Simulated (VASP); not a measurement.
# Si (P1) in VASP: further runs, part 3 of 3

VASP 6.6.1.

### Step 4. Single point, PBE

The input, INCAR:

```
PREC = Accurate
ENCUT = 520
EDIFF = 1E-6
ISMEAR = -1
SIGMA = 0.086
LREAL = Auto
LASPH = True
NELM = 80
ALGO = Normal
ISIF = 2
LWAVE = False
LCHARG = False
GGA = PE
NBANDS = 46
```

The input, KPOINTS:

```
regular mesh
0
Gamma
  2 2 2
```

The input, POSCAR:

```
Si
1.0
    0.0000000000      5.4442377923      5.4442377923
    5.4442377923      0.0000000000      5.4442377923
    5.4442377923      5.4442377923      0.0000000000
Si
16
Direct
    0.0107761641      0.0067056219     -0.0164094596
    0.1354030680      0.1118238261      0.1118361327
    0.0043502876     -0.0179850704      0.5067454996
    0.1321129839      0.1185092431      0.6388357072
   -0.0126430003      0.5128197200     -0.0112850508
    0.1273843147      0.6113708892      0.1290675622
   -0.0083482761      0.4926226778      0.5220381821
    0.1339358286      0.6172479286      0.6226813797
    0.4962747960      0.0094905847     -0.0024864821
    0.6256010722      0.1115823781      0.1397843057
    0.4942398004     -0.0000692475      0.5015590987
    0.6208589942      0.1399290459      0.6318792697
    0.5018322315      0.5028678218     -0.0064350606
    0.6183653485      0.6242763688      0.1252388353
    0.4998060525      0.5076578404      0.4996394544
    0.6200503411      0.6511507460      0.6073102657
```

Potentials or basis: VASP PAW PBE potentials, release 64 (Si).

On the command line:

```console
cat potpaw_PBE.64/Si/POTCAR > POTCAR
mpirun -np 1 vasp_std > vasp.out
```

OUTCAR:

```text
PREC = Accurate
   ENCUT = 520
   EDIFF = 1E-6
   ISMEAR = -1
   LREAL = Auto
   LASPH = True
   NELM = 80
   ISIF = 2
   GGA = PE

 ion  position               nearest neighbor table
   1  0.011  0.007  0.984-   4 2.17   2 2.25  10 2.43   6 2.49
   2  0.135  0.112  0.112-   1 2.25   9 2.27   3 2.48   5 2.52
   3  0.004  0.982  0.507-   8 2.29  12 2.42   2 2.48   4 2.49
   4  0.132  0.119  0.639-   1 2.17  11 2.28   7 2.35   3 2.49
   5  0.987  0.513  0.989-   8 2.31  14 2.32   6 2.39   2 2.52
   6  0.127  0.611  0.129-  13 2.36   5 2.39   7 2.47   1 2.49
[... 8 lines left out ...]
  15  0.500  0.508  0.500-   8 2.30  12 2.31  16 2.34  14 2.36
  16  0.620  0.651  0.607-  11 2.19  15 2.34   7 2.35  13 2.43

  LATTYP: Found a face centered cubic cell.
 ALAT       =    10.8884755846

  Lattice vectors:

 A1 = (   0.0000000000,   5.4442377923,   5.4442377923)
 A2 = (   5.4442377923,   0.0000000000,   5.4442377923)
 A3 = (   5.4442377923,   5.4442377923,   0.0000000000)

Analysis of symmetry for initial positions (statically):
=====================================================================
 Subroutine PRICEL returns:
 Original cell was already a primitive cell.

 Routine SETGRP: Setting up the symmetry group for a
 face centered cubic supercell.

 Subroutine GETGRP returns: Found  1 space group operations
 (whereof  1 operations were pure point group operations)
 out of a pool of 48 trial point group operations.

The static configuration has the point symmetry C_1 .

Analysis of symmetry for dynamics (positions and initial velocities):
=====================================================================
 Subroutine PRICEL returns:
 Original cell was already a primitive cell.

 Routine SETGRP: Setting up the symmetry group for a
 face centered cubic supercell.

[... 137 lines left out ...]
  Fermi-wavevector in a.u.,A,eV,Ry     =   0.954672  1.804069 12.400344  0.911400
  Thomas-Fermi vector in A             =   2.083440
   LORBIT       =      0    0 simple, 1 ext, 2 COOP (PROOUT), +10 PAW based schemes
   GGA     = PE    functional components
   LHFCALC =     F    Hartree Fock is set to
   AEXX    =    0.0000 exact exchange contribution
   IVDW    =     0    specifies the selected vdW correction
   LEPSILON=     F    determine dielectric tensor
   LRPA    =     F    only Hartree local field effects (RPA)
 non-spin polarized calculation
  energy-cutoff  :      520.00
  volume of cell :      322.73
 maximum number of plane-waves:      8694
 NGX is ok and might be reduce to    60
   NGX = 29   NGY = 29   NGZ = 29

 number of electron      64.0000000 magnetization

 Free energy of the ion-electron system (eV)
  ---------------------------------------------------
  ext. energy  EPLUGINS =         0.00000000
  ---------------------------------------------------
  free energy    TOTEN  =       -83.99752472 eV

  energy without entropy =      -83.95400625  energy(sigma->0) =      -83.97576549

 E-fermi :   6.0935     XC(G=0):  -9.3615

 val. band max:        6.0527099977   @ k =   0.0000   0.0000   0.0000
 cond. band min:       6.1768195521   @ k =   0.0000   0.0000   0.0000
 fundamental gap:      0.1241095544
 Fermi energy:         6.0935069545

 k-point     1 :       0.0000    0.0000    0.0000
  band No.  band energies     occupation
      1      -6.1961      2.00000
      2      -4.1055      2.00000
      3      -3.9556      2.00000
      4      -3.8749      2.00000
      5      -3.6060      2.00000
      6      -2.3468      2.00000
[... 365 lines left out ...]
     43       9.9416      0.00000
     44      10.0264      0.00000
 [bands above 44 left out]

------------------------ aborting loop because EDIFF is reached ----------------------------------------

  FORCE on cell =-STRESS in cart. coord.  units (eV):
  Direction    XX          YY          ZZ          XY          YZ          ZX
  --------------------------------------------------------------------------------------
  -------------------------------------------------------------------------------------
  Total        5.3670466      5.3065285      5.4770202      0.2930144     -0.2417780     -1.9156045
  in kB       26.6443234     26.3438856     27.1902793      1.4546491     -1.2002900     -9.5098831
  external PRESSURE =      26.7261627 kB  Pullay stress =       0.0000000 kB

 VOLUME and BASIS-vectors are now :
 -----------------------------------------------------------------------------
  energy-cutoff  :      520.00
  volume of cell :      322.73
      direct lattice vectors                 reciprocal lattice vectors
     0.000000000  5.444237792  5.444237792    -0.091840221  0.091840221  0.091840221
     5.444237792  0.000000000  5.444237792     0.091840221 -0.091840221  0.091840221
     5.444237792  5.444237792  0.000000000     0.091840221  0.091840221 -0.091840221

 POSITION                                       TOTAL-FORCE (eV/Angst)
 -----------------------------------------------------------------------------------
      5.39141      5.41357      0.09518         0.578495      1.277144     -2.829473
      1.21766      1.34603      1.34596         2.222923      0.025057      0.195330
      8.10517      2.78253      5.37001         0.672758     -0.764287      1.202545
      4.12317      4.19723      1.36445        -1.410739     -2.324142      0.088150
      8.17471     10.75821      8.16732        -0.331537      1.548399     -0.436823
      4.03112      1.39619      4.02196         0.631091     -0.267806      0.120661
[... 8 lines left out ...]
      5.48397      5.44122      5.48487        -0.305594     -0.091177      0.410827
      6.85136      6.68204      6.92072        -0.669296      1.835752     -1.579823
 -----------------------------------------------------------------------------------
    total drift:                                0.003320      0.003384      0.011362

  FREE ENERGIE OF THE ION-ELECTRON SYSTEM (eV)
  ---------------------------------------------------
  free  energy   TOTEN  =       -83.9975247206 eV

  energy  without entropy=      -83.9540062536  energy(sigma->0) =      -83.97576549
```

stdout:

```text
POSCAR found type information on POSCAR Si
 POSCAR found :  1 types and      16 ions
 scaLAPACK will be used
 LDA part: xc-table for (Slater+PW92), standard interpolation
 POSCAR, INCAR and KPOINTS ok, starting setup
 FFT: planning ... GRIDC
 FFT: planning ... GRID_SOFT
 FFT: planning ... GRID
 WAVECAR not read
 entering main loop
```

Wall time 5.5 min (1 thread of AMD EPYC 7R13, shared host); peak memory 0.44 GiB.

Results:

| Quantity | Value |
| --- | --- |
| Free energy | -83.9975 eV |
| Pressure | 2.7 GPa |
| Largest force | 3.158 eV/Å |
| Band gap on the k mesh | 0.12 eV |

Forces on the atoms (eV/Å):
```
Si   0.578  1.277 -2.829
Si   2.223  0.025  0.195
Si   0.673 -0.764  1.203
Si  -1.411 -2.324  0.088
Si  -0.332  1.548 -0.437
Si   0.631 -0.268  0.121
Si  -0.965 -0.856  0.708
Si   0.305 -0.159 -0.345
Si  -0.367  0.909 -0.254
Si  -0.416 -0.963  1.439
Si   1.687  0.285  1.677
Si  -1.521  0.020 -0.261
Si  -0.456 -0.103 -0.559
Si   0.346 -0.372  0.423
Si  -0.306 -0.091  0.411
Si  -0.669  1.836 -1.580
```

Caveat: the k points lie up to 0.50 Å⁻¹ apart; forces of over 1 eV/Å act on the atoms, so gaps and moduli don't describe the material at rest.

### Step 5. Single point, PBE

The input, INCAR:

```
PREC = Accurate ; ENCUT = 520
EDIFF = 1E-7 ; ISMEAR = -1
SIGMA = 0.086 ; LREAL = Auto
LASPH = T ; NELM = 100
ALGO = Normal ; ISIF = 2
LWAVE = F ; LCHARG = T
GGA = PE ; LELF = T
LVHAR = T ; NBANDS = 46
```

The input, KPOINTS:

```
Automatic mesh
0
Gamma
  2 2 2
```

The input, POSCAR:

```
Si
1.0
    0.0000000000      5.4442377923      5.4442377923
    5.4442377923      0.0000000000      5.4442377923
    5.4442377923      5.4442377923      0.0000000000
Si
16
Direct
    0.0121519306      0.0039463743     -0.0161668177
    0.1366336351      0.1100848315      0.1093951114
    0.0059009179     -0.0215414911      0.5075924501
    0.1337932926      0.1172203574      0.6388621571
   -0.0157329645      0.5145184885     -0.0135029003
    0.1271318459      0.6072433141      0.1312062454
   -0.0105920245      0.4904085020      0.5274528060
    0.1364698840      0.6141400555      0.6224628000
    0.4963174099      0.0110706039     -0.0022759843
    0.6272520838      0.1090401490      0.1416632648
    0.4922670725      0.0046708099      0.5027649608
    0.6210719717      0.1434640678      0.6328438675
    0.5023384548      0.5025880765     -0.0092091863
    0.6150025270      0.6258371015      0.1246200159
    0.5007145360      0.5112563239      0.4982113389
    0.6192796179      0.6560524423      0.6040796941
```

On the command line:

```console
cat potpaw_PBE.64/Si/POTCAR > POTCAR
mpirun -np 1 vasp_std > vasp.out
```

Run time: 5.9 min. Hardware: 1 thread of AMD EPYC 7R13, shared host; peak memory 0.44 GiB.

Results (log left out):

```
Free energy            : -83.7440 eV
Pressure               : 2.7 GPa
Largest force          : 3.181 eV/Å
Band gap on the k mesh : 0.11 eV
```

Forces in eV/Å, atoms in the order of the input:
```
Si   0.480  1.238 -2.891
Si   2.441  0.099  0.199
Si   0.721 -0.895  1.318
Si  -1.268 -2.454 -0.172
Si  -0.246  1.753 -0.481
Si   0.613 -0.298  0.107
Si  -1.117 -0.988  0.806
Si   0.388 -0.218 -0.330
Si  -0.372  0.905 -0.289
Si  -0.392 -1.047  1.525
Si   1.541  0.457  1.829
Si  -1.636  0.054 -0.231
Si  -0.387 -0.091 -0.640
Si   0.253 -0.361  0.493
Si  -0.430 -0.094  0.331
Si  -0.589  1.941 -1.576
```

Stress tensor (GPa, compression positive):
```
 2.69  0.13 -1.00
 0.13  2.61  0.10
-1.00  0.10  2.80
```

Levels at points of the mesh, in eV from the valence-band top:
| k point | band 28 | band 29 | band 30 | band 31 | band 32 | band 33 | band 34 | band 35 | band 36 | band 37 |
| --- | --- | --- | --- | --- | --- | --- | --- | --- | --- | --- |
| (0.00, 0.00, 0.00) | -1.22 | -1.16 | -0.33 | -0.26 | 0.00 | 0.11 | 0.20 | 0.41 | 0.49 | 0.59 |
| (0.50, 0.00, 0.00) | -2.06 | -1.13 | -1.02 | -0.93 | -0.65 | 0.91 | 0.99 | 1.16 | 1.24 | 1.41 |
| (0.00, 0.50, 0.00) | -2.33 | -1.14 | -1.09 | -0.86 | -0.82 | 0.85 | 0.95 | 1.20 | 1.26 | 1.28 |
| (0.00, 0.00, 0.50) | -2.10 | -1.39 | -1.14 | -0.88 | -0.43 | 0.75 | 1.07 | 1.18 | 1.25 | 1.39 |
| (0.50, 0.50, 0.50) | -2.35 | -1.08 | -0.98 | -0.86 | -0.76 | 0.93 | 0.98 | 1.05 | 1.17 | 1.25 |
| (0.50, 0.50, 0.00) | -2.02 | -1.63 | -1.54 | -1.37 | -1.25 | 0.71 | 0.84 | 1.93 | 2.04 | 2.13 |
| (0.00, 0.50, 0.50) | -1.99 | -1.76 | -1.52 | -1.39 | -1.32 | 0.75 | 0.86 | 1.93 | 2.01 | 2.10 |
| (0.50, 0.00, 0.50) | -1.98 | -1.81 | -1.49 | -1.31 | -1.20 | 0.66 | 0.90 | 1.81 | 2.03 | 2.18 |

Caveat: the k points lie up to 0.50 Å⁻¹ apart; forces of over 1 eV/Å act on the atoms, so gaps and moduli don't describe the material at rest.

### Step 6. Overview

| cell | smearing | gap on the mesh (eV) | pressure (GPa) | largest force (eV/Å) |
| --- | --- | --- | --- | --- |
| as given, atomic positions A | fermi-dirac 0.146 eV | 0.24 | 2.0 | 2.61 |
| as given, atomic positions B | fermi-dirac 0.146 eV | - | 2.3 | 4.55 |
| as given, atomic positions C | fermi-dirac 0.086 eV | 0.12 | 2.7 | 3.16 |
| as given, atomic positions D | fermi-dirac 0.086 eV | 0.11 | 2.7 | 3.18 |

Alike in all rows: task single point; level PBE; potentials or basis VASP PAW PBE potentials, release 64 (Si); no spin polarisation; k mesh 2 × 2 × 2; cutoff (eV) 520.

Caveats: all runs use coarse meshes; forces of over 1 eV/Å act on the atoms, so gaps and moduli don't describe the material at rest; the atoms stand as in a frame of molecular dynamics (at least some runs).

Total energies depend on the potentials used, so only differences within one code and one set of settings carry meaning.
